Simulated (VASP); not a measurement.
Here is a VASP 6.6.1 calculation.

POSCAR

```
BAs
1.0
    2.8936067127      0.0000000000      0.0000000000
    0.0000000000      2.8936067127      0.0000000000
    0.0000000000      0.0000000000      2.8936067127
B As
1 1
Direct
    0.0000000000      0.0000000000      0.0000000000
    0.5000000000      0.5000000000      0.5000000000
```

File INCAR.step1:

```
PREC = Accurate
ENCUT = 550
ISMEAR = -1
SIGMA = 0.03
LREAL = False
LASPH = True
NELM = 120
GGA = PE
ALGO = Normal
EDIFF = 1E-5
LWAVE = True
LCHARG = False
GGA_COMPAT = False
IBRION = 2
ISIF = 3
EDIFFG = -0.005
NELMIN = 4
NSW = 100
```

The input INCAR.step2:

```
PREC = Accurate
ENCUT = 550
EDIFF = 1E-7
ISMEAR = -1
SIGMA = 0.03
LREAL = False
LASPH = True
NELM = 120
ALGO = Normal
ISIF = 3
LWAVE = False
LCHARG = False
METAGGA = R2SCAN
LMIXTAU = True
LUSE_VDW = True
IVDW_NL = 2
BPARAM = 11.95
CPARAM = 0.0093
IBRION = 2
NSW = 100
EDIFFG = -0.01
ISTART = 1
GGA_COMPAT = False
NELMIN = 4
```

KPOINTS

```
regular mesh
0
Gamma
  8 8 8
```

Potentials or basis: VASP PAW PBE potentials, release 64 (B, As).

Run with:

```console
$ cat potpaw_PBE.64/B/POTCAR potpaw_PBE.64/As/POTCAR > POTCAR
$ cp INCAR.step1 INCAR
$ mpirun -np 1 vasp_std > vasp.out
$ cp INCAR.step2 INCAR
$ mpirun -np 1 vasp_std > vasp.out
```

(1) Estimate the space group after relaxing (to 0.05 Å).

(2) Predict the relaxed cell.

(3) Estimate the relaxed volume.

Results:

(1) Pm-3m (No. 221).

(2) a = 2.920 Å, b = 2.920 Å, c = 2.920 Å, α = 90.00°, β = 90.00°, γ = 90.00°.

(3) 12.45 Å³/atom.

Caveat: the PAW data sets were made with another functional, which shifts forces and pressure a little.
